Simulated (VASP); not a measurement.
A run of VASP 6.6.1:

INCAR

```
PREC     = Accurate       # precision mode
ENCUT    = 520            # plane-wave cutoff, eV
EDIFF    = 1E-7           # SCF threshold, eV
ISMEAR   = 0              # smearing method
SIGMA    = 0.05           # smearing width, eV
LREAL    = Auto         
LASPH    = True           # aspherical terms in the spheres
NELM     = 150            # most SCF steps
ALGO     = Normal         # electronic algorithm
ISIF     = 2              # what is computed and relaxed
LWAVE    = False          # write WAVECAR
LCHARG   = False          # write CHGCAR
ISPIN    = 2              # spin polarisation
MAGMOM   = 4 0 0 0 0 0 0 0 0 0 0 0 0 0 0 0 0 0 0 0 0 0 0 0 # initial moments
LORBIT   = 11             # projections on sites
LMAXMIX  = 4              # l up to which the mixer works
LDAU     = True           # DFT+U
LDAUTYPE = 2            
LDAUL    = 2 -1 -1        # shell
LDAUU    = 2 0 0          # U, eV
LDAUJ    = 0 0 0        
LDAUPRINT= 1            
GGA      = PS             # functional
NBANDS   = 112            # bands
LUSENCCL = False
```

Contents of KPOINTS:

```
Automatic mesh
0
Gamma
  3 3 2
```

The input POSCAR:

```
RuPt7Se16
1.0
    7.4480000000      0.0000000000      0.0000000000
   -3.7240000000      6.4501572000      0.0000000000
    0.0000000000      0.0000000000     10.1240000000
Ru Pt Se
1 7 16
Direct
    0.0000000000      1.0000000000      0.0000000000
    0.0000000000      1.0000000000      0.5000000000
    0.0000000000      0.5000000000      0.0000000000
    0.0000000000      0.5000000000      0.5000000000
    0.5000000000      1.0000000000      0.0000000000
    0.5000000000      1.0000000000      0.5000000000
    0.5000000000      0.5000000000      0.0000000000
    0.5000000000      0.5000000000      0.5000000000
    0.1637911302      0.3275822605      0.1272082310
    0.1665432398      0.3330864797      0.6284345512
    0.1637911302      0.8362088698      0.1272082310
    0.1665432398      0.8334567602      0.6284345512
    0.6666666667      0.3333333333      0.1250914881
    0.6666666667      0.3333333333      0.6286561825
    0.6724177395      0.8362088698      0.1272082310
    0.6669135203      0.8334567602      0.6284345512
    0.3330864797      0.1665432398      0.3715654488
    0.3275822605      0.1637911302      0.8727917690
    0.3333333333      0.6666666667      0.3713438175
    0.3333333333      0.6666666667      0.8749085119
    0.8334567602      0.1665432398      0.3715654488
    0.8362088698      0.1637911302      0.8727917690
    0.8334567602      0.6669135203      0.3715654488
    0.8362088698      0.6724177395      0.8727917690
```

Potentials or basis: VASP PAW PBE potentials, release 64 (Ru_pv, Pt, Se).

The run is started by

```bash
$ cat potpaw_PBE.64/Ru_pv/POTCAR potpaw_PBE.64/Pt/POTCAR potpaw_PBE.64/Se/POTCAR > POTCAR
$ mpirun -np 1 vasp_std > vasp.out
```

Hardware: 1 × NVIDIA H100 80GB with 1 thread of AMD EPYC 7R13 Processor (Zen 3) (shared host).

Q: How long does it take, and how much memory?

A: Wall time 3.9 min on 1 × NVIDIA H100 80GB with 1 thread of AMD EPYC 7R13 Processor (Zen 3), with other jobs on the host, peak memory 1.8 GiB. Counts: scf iterations 18, k points 6.
